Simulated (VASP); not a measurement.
# Ni in VASP: single point with PBEsol

Aim: the single point of Ni with PBEsol.

Program: VASP 6.6.1. These are calculated values, not measurements. Logs are shortened: lines on timing, memory, paths and dates and some standing lists are left out, and cuts for length are marked.

## Step 1: The cell of the first run

The cell holds a slab with vacuum, 6 atoms: a = 2.449 Å, b = 3.463 Å, c = 23.122 Å, α = 90.00°, β = 90.00°, γ = 90.00°.

## Step 2: Single point, PBEsol, collinear spin, ferromagnetic start

Input file INCAR:

```
ALGO = Normal
DIPOL = 0.5 0.5 0.499
EDIFF = 1E-6
ENCUT = 520
GGA = PS
IDIPOL = 3
ISIF = 2
ISMEAR = 0
ISPIN = 2
LASPH = True
LCHARG = True
LDIPOL = True
LELF = True
LMAXMIX = 4
LORBIT = 11
LREAL = False
LVACPOTAV = True
LVHAR = True
LWAVE = False
MAGMOM = 0.73 0.73 0.73 0.73 0.73 0.73
NBANDS = 43
NELM = 150
PREC = Accurate
SIGMA = 0.1
```

Input file KPOINTS:

```
k-points
0
Gamma
  12 8 1
```

Input file POSCAR:

```
Ni
1.0
    2.4488173384      0.0000000000      0.0000000000
    0.0000000000      3.4631506917      0.0000000000
    0.0000000000      0.0000000000     23.1220433459
Ni
6
Direct
    0.5000000000      0.5000000000      0.3676145690
    0.0000000000      0.0000000000      0.4205687414
    0.5000000000      0.5000000000      0.4735229138
    0.0000000000      0.0000000000      0.5264004359
    0.5000000000      0.5000000000      0.5803489577
    0.0000000000      0.0000000000      0.6280020300
```

Potentials or basis: VASP PAW PBE potentials, release 64 (Ni).

Launch:

```bash
> cat potpaw_PBE.64/Ni/POTCAR > POTCAR
> mpirun -np 1 vasp_std > vasp.out
```

OUTCAR:

```text
EDIFF = 1E-6
   ENCUT = 520
   GGA = PS
   ISIF = 2
   ISMEAR = 0
   ISPIN = 2
   LASPH = True
   LORBIT = 11
   LREAL = False
   NELM = 150
   PREC = Accurate

 ion  position               nearest neighbor table
   1  0.500  0.500  0.368-   2 2.45   2 2.45   2 2.45   2 2.45   3 2.45
   2  0.000  0.000  0.421-   4 2.45   3 2.45   1 2.45   1 2.45   3 2.45   1 2.45   3 2.45   1 2.45
                             3 2.45
   3  0.500  0.500  0.474-   4 2.45   4 2.45   4 2.45   4 2.45   2 2.45   2 2.45   2 2.45   2 2.45
                             1 2.45   5 2.47
   4  0.000  0.000  0.526-   6 2.35   2 2.45   3 2.45   3 2.45   3 2.45   3 2.45   5 2.46   5 2.46
                             5 2.46   5 2.46
   5  0.500  0.500  0.580-   6 2.39   6 2.39   6 2.39   6 2.39   4 2.46   4 2.46   4 2.46   4 2.46
                             3 2.47
   6  0.000  0.000  0.628-   4 2.35   5 2.39   5 2.39   5 2.39   5 2.39

  LATTYP: Found a simple orthorhombic cell.
 ALAT       =     2.4488173384
 B/A-ratio  =     1.4142135624
 C/A-ratio  =     9.4421266067

  Lattice vectors:

 A1 = (   2.4488173384,   0.0000000000,   0.0000000000)
 A2 = (   0.0000000000,   3.4631506917,   0.0000000000)
 A3 = (   0.0000000000,   0.0000000000,  23.1220433459)

Analysis of symmetry for initial positions (statically):
=====================================================================
 Subroutine PRICEL returns:
 Original cell was already a primitive cell.

 Routine SETGRP: Setting up the symmetry group for a
 simple orthorhombic supercell.

 Subroutine GETGRP returns: Found  4 space group operations
 (whereof  4 operations were pure point group operations)
 out of a pool of  8 trial point group operations.

The static configuration has the point symmetry C_2v.

Analysis of symmetry for dynamics (positions and initial velocities):
=====================================================================
 Subroutine PRICEL returns:
 Original cell was already a primitive cell.

 Routine SETGRP: Setting up the symmetry group for a
 simple orthorhombic supercell.

 Subroutine GETGRP returns: Found  4 space group operations
 (whereof  4 operations were pure point group operations)
 out of a pool of  8 trial point group operations.

The dynamic configuration has the point symmetry C_2v.

Analysis of structural, dynamic, and magnetic symmetry:
=====================================================================
 Subroutine PRICEL returns:
 Original cell was already a primitive cell.

 Routine SETGRP: Setting up the symmetry group for a
 simple orthorhombic supercell.

 Subroutine GETGRP returns: Found  4 space group operations
 (whereof  4 operations were pure point group operations)
 out of a pool of  8 trial point group operations.

The overall configuration has the point symmetry C_2v.

 Subroutine INISYM returns: Found  4 space group operations
 (whereof  4 operations are pure point group operations),
 and found     1 'primitive' translations

----------------------------------------------------------------------------------------

                                     Primitive cell

  volume of cell :     196.0893

  direct lattice vectors                    reciprocal lattice vectors
     2.448817338  0.000000000  0.000000000     0.408360389  0.000000000  0.000000000
     0.000000000  3.463150692  0.000000000     0.000000000  0.288754400  0.000000000
     0.000000000  0.000000000 23.122043346     0.000000000  0.000000000  0.043248773

  length of vectors
     2.448817338  3.463150692 23.122043346     0.408360389  0.288754400  0.043248773

  position of ions in fractional coordinates (direct lattice)
     0.500000000  0.500000000  0.367614569
     0.000000000  0.000000000  0.420568741
     0.500000000  0.500000000  0.473522914
     0.000000000  0.000000000  0.526400436
     0.500000000  0.500000000  0.580348958
     0.000000000  0.000000000  0.628002030

  ion indices of the primitive-cell ions
   primitive index   ion index
                 1           1
                 2           2
                 3           3
                 4           4
                 5           5
                 6           6

----------------------------------------------------------------------------------------

 KPOINTS: k-points

Automatic generation of k-mesh.
 Grid dimensions read from file:
 generate k-points for:   12    8    1

 Generating k-lattice:

  Cartesian coordinates                     Fractional coordinates (reciprocal lattice)
     0.034030032  0.000000000  0.000000000     0.083333333  0.000000000  0.000000000
     0.000000000  0.036094300  0.000000000     0.000000000  0.125000000  0.000000000
     0.000000000  0.000000000  0.043248773     0.000000000  0.000000000  1.000000000

  Length of vectors
     0.034030032  0.036094300  0.043248773

  Shift w.r.t. Gamma in fractional coordinates (k-lattice)
     0.000000000  0.000000000  0.000000000

 Subroutine IBZKPT returns following result:
 ===========================================

 Found     35 irreducible k-points:

 Following reciprocal coordinates:
            Coordinates               Weight
  0.000000  0.000000  0.000000      1.000000
  0.083333  0.000000  0.000000      2.000000
  0.166667  0.000000  0.000000      2.000000
  0.250000  0.000000  0.000000      2.000000
  0.333333  0.000000  0.000000      2.000000
  0.416667  0.000000  0.000000      2.000000
[... 16 lines left out ...]
  0.083333  0.375000  0.000000      4.000000
  0.166667  0.375000  0.000000      4.000000
 [... further k-points ...]
   k-points           NKPTS =     35   k-points in BZ     NKDIM =     35   number of bands    NBANDS=     43
   number of dos      NEDOS =    301   number of ions     NIONS =      6
   total plane-waves  NPLWV =  90720
   dimension x,y,z NGX =    18 NGY =   28 NGZ =  180
   dimension x,y,z NGXF=    36 NGYF=   56 NGZF=  360
   ions per type =               6
   NGX,Y,Z   is equivalent  to a cutoff of  12.22, 13.44, 12.94 a.u.
   NGXF,Y,Z  is equivalent  to a cutoff of  24.44, 26.88, 25.88 a.u.
 SYSTEM =  unknown system
   PREC   = accura    normal or accurate (medium, high low for compatibility)
   ISTART =      0    job   : 0-new  1-cont  2-samecut
   ICHARG =      2    charge: 1-file 2-atom 10-const
   ISPIN  =      2    spin polarized calculation?
   LNONCOLLINEAR =      F non collinear calculations
   LSORBIT =      F    spin-orbit coupling
   LASPH  =      T    aspherical Exc in radial PAW
   ENCUT  =  520.0 eV  38.22 Ry    6.18 a.u.   4.55  6.44 42.99*2*pi/ulx,y,z
   NELM   =    150;   NELMIN=  2; NELMDL= -5     # of ELM steps
   EDIFF  = 0.1E-05   stopping-criterion for ELM
   LREAL  =      F    real-space projection
   EDIFFG = 0.1E-04   stopping-criterion for IOM
   NSW    =      0    number of steps for IOM
   IBRION =     -1    ionic relax: 0-MD 1-quasi-New 2-CG
   NFREE  =      0    steps in history (QN), initial steepest desc. (CG)
   ISIF   =      2    stress and relaxation
   ISYM   =      2    0-nonsym 1-usesym 2-fastsym
   POTIM  = 0.5000    time-step for ionic-motion
   TEBEG  =    0.0;   TEEND  =   0.0 temperature during run
   PSTRESS=    0.0 pullay stress
   NELECT =      60.0000    total number of electrons
   NUPDOWN=      -1.0000    fix difference up-down
   EMIN   =  10.00;   EMAX   =-10.00  energy-range for DOS
   EFERMI =   0.00;   METHOD = LEGACY
   ISMEAR =     0;   SIGMA  =   0.10  broadening in eV -4-tet -1-fermi 0-gaus
   EFERMI_NEDOS =   21; number of points for ismear=-14 and -15
   IALGO  =     38    algorithm
   IMIX   =      4    mixing-type and parameters
     AMIX     =   0.40;   BMIX     =  1.00
     AMIX_MAG =   1.60;   BMIX_MAG =  1.00
  volume/ion in A,a.u.               =      32.68       220.55
  Fermi-wavevector in a.u.,A,eV,Ry     =   1.103165  2.084680 16.557931  1.216974
  Thomas-Fermi vector in A             =   2.239619
   LORBIT       =     11    0 simple, 1 ext, 2 COOP (PROOUT), +10 PAW based schemes
   GGA     = PS    functional components
   LHFCALC =     F    Hartree Fock is set to
   AEXX    =    0.0000 exact exchange contribution
   IVDW    =     0    specifies the selected vdW correction
   LEPSILON=     F    determine dielectric tensor
   LRPA    =     F    only Hartree local field effects (RPA)
 spin polarized calculation
 Gauss-broadening in eV      SIGMA  =   0.10
  energy-cutoff  :      520.00
  volume of cell :      196.09
 maximum number of plane-waves:      5339
   NGX =  9   NGY = 13   NGZ = 85

 dipolmoment           0.000000      0.000000      0.000088 electrons x Angstroem

 number of electron      59.9999996 magnetization       4.1271986

 dipolmoment           0.000000      0.000000     -0.000346 electrons x Angstroem

 Free energy of the ion-electron system (eV)
  ---------------------------------------------------
  ext. energy  EPLUGINS =         0.00000000
  ---------------------------------------------------
  free energy    TOTEN  =       -33.93999882 eV

  energy without entropy =      -33.88176341  energy(sigma->0) =      -33.91088111

 E-fermi :   0.0536     XC(G=0):  -5.2489

 val. band max:        0.0528723477   @ k =   0.5000   0.3750   0.0000
 cond. band min:       0.0551527557   @ k =   0.3333   0.3750   0.0000
 fundamental gap:      0.0022804080
 Fermi energy:         0.0536019983

 spin component 1

 k-point     1 :       0.0000    0.0000    0.0000
  band No.  band energies     occupation
      1      -8.7577      1.00000
      2      -7.1269      1.00000
      3      -5.0713      1.00000
      4      -4.6320      1.00000
      5      -4.2406      1.00000
      6      -4.0173      1.00000
[... 34 lines left out ...]
     41       6.0084      0.00000
     42       7.6826      0.00000

 k-point     2 :       0.0833    0.0000    0.0000
  band No.  band energies     occupation
      1      -8.5738      1.00000
      2      -6.9580      1.00000
      3      -4.9447      1.00000
      4      -4.5431      1.00000
      5      -4.1686      1.00000
      6      -3.9205      1.00000
[... 979 lines left out ...]
     41       6.8487      0.00000
     42       7.8584      0.00000

 k-point    24 :       0.1667    0.3750    0.0000
  band No.  band energies     occupation
      1      -6.4090      1.00000
      2      -5.1955      1.00000
      3      -4.5372      1.00000
      4      -4.4080      1.00000
      5      -3.9818      1.00000
      6      -3.8104      1.00000
[... 34 lines left out ...]
     41       7.3064      0.00000
     42       8.3403      0.00000

 [... further k-points ...]

 spin component 2

 k-point     1 :       0.0000    0.0000    0.0000
  band No.  band energies     occupation
      1      -8.7577      1.00000
      2      -7.1137      1.00000
      3      -4.9596      1.00000
      4      -4.2224      1.00000
      5      -3.6209      1.00000
      6      -3.4915      1.00000
[... 34 lines left out ...]
     41       6.1740      0.00000
     42       7.7186      0.00000

 k-point     2 :       0.0833    0.0000    0.0000
  band No.  band energies     occupation
      1      -8.5734      1.00000
      2      -6.9433      1.00000
      3      -4.8263      1.00000
      4      -4.1318      1.00000
      5      -3.5459      1.00000
      6      -3.4018      1.00000
[... 979 lines left out ...]
     41       6.8935      0.00000
     42       7.8696      0.00000

 k-point    24 :       0.1667    0.3750    0.0000
  band No.  band energies     occupation
      1      -6.3762      1.00000
      2      -5.0738      1.00000
      3      -4.3290      1.00000
      4      -4.0108      1.00000
      5      -3.5295      1.00000
      6      -3.4633      1.00000
[... 34 lines left out ...]
     41       7.3372      0.00000
     42       8.3664      0.00000

 [... further k-points ...]

 [bands above 42 left out]

------------------------ aborting loop because EDIFF is reached ----------------------------------------

  FORCE on cell =-STRESS in cart. coord.  units (eV):
  Direction    XX          YY          ZZ          XY          YZ          ZX
  --------------------------------------------------------------------------------------
  -------------------------------------------------------------------------------------
  Total       -2.5264912     -2.4165122     -1.1785090      0.0000000      0.0000000      0.0000000
  in kB      -20.6430743    -19.7444749     -9.6291844      0.0000000      0.0000000      0.0000000
  external PRESSURE =     -16.6722446 kB  Pullay stress =       0.0000000 kB

 VOLUME and BASIS-vectors are now :
 -----------------------------------------------------------------------------
  energy-cutoff  :      520.00
  volume of cell :      196.09
      direct lattice vectors                 reciprocal lattice vectors
     2.448817338  0.000000000  0.000000000     0.408360389  0.000000000  0.000000000
     0.000000000  3.463150692  0.000000000     0.000000000  0.288754400  0.000000000
     0.000000000  0.000000000 23.122043346     0.000000000  0.000000000  0.043248773

 POSITION                                       TOTAL-FORCE (eV/Angst)
 -----------------------------------------------------------------------------------
      1.22441      1.73158      8.50000         0.000000      0.000000      0.704513
      0.00000      0.00000      9.72441         0.000000      0.000000     -0.440954
      1.22441      1.73158     10.94882         0.000000      0.000000     -0.270901
      0.00000      0.00000     12.17145         0.000000      0.000000      0.007575
      1.22441      1.73158     13.41885         0.000000      0.000000     -0.004565
      0.00000      0.00000     14.52069         0.000000      0.000000      0.004330
 -----------------------------------------------------------------------------------
    total drift:                                0.000000      0.000000     -0.000612

  FREE ENERGIE OF THE ION-ELECTRON SYSTEM (eV)
  ---------------------------------------------------
  free  energy   TOTEN  =       -33.9399988167 eV

  energy  without entropy=      -33.8817634127  energy(sigma->0) =      -33.91088111

 vacuum level on the upper side and lower side of the slab         4.642         4.649

 total charge

# of ion       s       p       d       tot
------------------------------------------
    1        0.478   0.322   8.328   9.128
    2        0.514   0.514   8.314   9.342
    3        0.519   0.539   8.334   9.393
    4        0.523   0.548   8.341   9.412
    5        0.525   0.530   8.325   9.380
    6        0.503   0.359   8.341   9.203
--------------------------------------------------
tot          3.062   2.812  49.984  55.858

 magnetization (x)

# of ion       s       p       d       tot
------------------------------------------
    1        0.000  -0.016   0.792   0.776
    2       -0.007  -0.024   0.686   0.655
    3       -0.006  -0.023   0.685   0.657
    4       -0.006  -0.022   0.679   0.650
    5       -0.007  -0.024   0.682   0.651
    6       -0.000  -0.017   0.786   0.769
--------------------------------------------------
tot         -0.026  -0.126   4.310   4.158
```

It took 43 min on 1 thread of Oxide Virtual Turin-like, shared host; peak memory 0.58 GiB.

What came out:

* Free energy: -33.9400 eV
* Largest force: 0.705 eV/Å
* Net moment: 4.13 μB per cell
* Site moments: Ni +0.78, +0.66, +0.65, +0.77 (each value once) μB
* Valence electrons inside the program's atomic spheres: Ni 9.13, 9.34, 9.39, 9.41, 9.38, 9.20

Forces in eV/Å, atoms in the order of the input:
```
Ni   0.000  0.000  0.705
Ni   0.000  0.000 -0.441
Ni   0.000  0.000 -0.271
Ni   0.000  0.000  0.008
Ni   0.000  0.000 -0.005
Ni   0.000  0.000  0.004
```

Caveat: the PAW data sets were made with another functional, which shifts forces and pressure a little.
